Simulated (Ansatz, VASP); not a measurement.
Mo4C in VASP and in Ansatz

Contents of INCAR:

```
ALGO     = Normal         # electronic algorithm
DIPOL    = 0.5 0.5 0.327
EDIFF    = 1E-6           # SCF threshold, eV
ENCUT    = 520            # plane-wave cutoff, eV
GGA      = CA             # functional
IDIPOL   = 3            
ISIF     = 2              # what is computed and relaxed
ISMEAR   = 0              # smearing method
LASPH    = T              # aspherical terms in the spheres
LCHARG   = F              # write CHGCAR
LDIPOL   = T            
LREAL    = F              # projectors in reciprocal space
LWAVE    = F              # write WAVECAR
NBANDS   = 38             # bands
NELM     = 100            # most SCF steps
PREC     = Accurate       # precision mode
SIGMA    = 0.1            # smearing width, eV
```

KPOINTS

```
k-points
0
Gamma
  9 9 1
```

The input POSCAR:

```
Mo4C
1.0
    3.1111816891      0.0000000000      0.0000000000
    0.0000000000      3.1111816891      0.0000000000
    0.0000000000      0.0000000000     21.5098172784
Mo C
4 1
Direct
    0.5000000000      0.5000000000      0.1859615983
    0.0000000000      0.0000000000      0.2582816382
    0.5000000000      0.5000000000      0.3325055024
    0.0000000000      0.0000000000      0.3956248056
    0.5000000000      0.5000000000      0.4644305969
```

Input for Ansatz:

```yaml
crystal:
  lattice:
    - [3.1111816891, 0.0, 0.0]
    - [0.0, 3.1111816891, 0.0]
    - [0.0, 0.0, 21.5098172784]
  atoms:
    - { symbol: Mo, position: [0.5, 0.5, 0.1859615983] }
    - { symbol: Mo, position: [0.0, 0.0, 0.2582816382] }
    - { symbol: Mo, position: [0.5, 0.5, 0.3325055024] }
    - { symbol: Mo, position: [0.0, 0.0, 0.3956248056] }
    - { symbol: C, position: [0.5, 0.5, 0.4644305969] }
basis:
  ecutwfc: 420
kpoints:
  mp_grid: { grid: [9, 9, 1] }
hamiltonian:
  xc: lda
scf:
  occupations: { method: gaussian, width: 0.1 }
output:
  forces: true
  eigenvalues: true
efield:
  axis: 3
  dipole_correction: true
  ramp_width: 0.04
```

Alike in both runs: task single point; functional LDA; k mesh 9 × 9 × 1; occupations gaussian, width 0.1 eV; no spin polarisation.

```csv
,VASP,Ansatz
version,VASP 6.6.1,Ansatz 0.2.0
potentials or method,"VASP PAW LDA potentials, release 64 (Mo_sv, C), cutoff 520 eV","scalar-relativistic, plane waves, PAW"
valence electrons in the cell,60,60
```

```tsv
	VASP	Ansatz	Ansatz less VASP
gap on the k mesh at the Fermi level (eV)	none	none	-
rms of the force components (eV/Å)	1.891	1.883	-0.0085
```

LDA's correlation is that of Perdew and Zunger in VASP and of Perdew and Wang (1992) in Ansatz. Atom by atom the forces differ by 0.028 eV/Å (rms over components). A gap of «none» marks a metal or a gap that the smearing closes.
